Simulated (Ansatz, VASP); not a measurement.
# AlN in VASP and in Ansatz

```xyz
2
Lattice="0.0000 2.0550 2.0189 2.0550 0.0000 2.0189 2.0550 2.0550 0.0000" Properties=species:S:1:pos:R:3 pbc="T T T"
Al    0.0000    0.0000    0.0000
N     2.0550    2.0550    2.0189
```

Change from the starting cell: biaxial_xy strain +1.8%.

Alike in both runs: task single point; functional HSE06; k mesh 8 × 8 × 8; no spin polarisation.

|  | VASP | Ansatz |
| --- | --- | --- |
| version | VASP 6.6.1 | Ansatz 0.2.0 |
| potentials or method | VASP PAW PBE potentials, release 64 (Al, N) | plane waves, PAW |
| plane-wave cutoff (eV) | 520 | 420 |
| occupations | gaussian, width 0.01 eV | fixed |
| valence electrons in the cell | 8 | 8 |

```tsv
	VASP	Ansatz	Ansatz less VASP
gap on the k mesh at the Fermi level (eV)	5.49	5.55	+0.069
pressure (GPa)	-10.4	-10.5	-0.08
traceless stress, the component that is largest in VASP (GPa)	2.73	2.77	+0.031
```

Ansatz's warnings: stress exchange threshold loose, stress scf threshold loose.
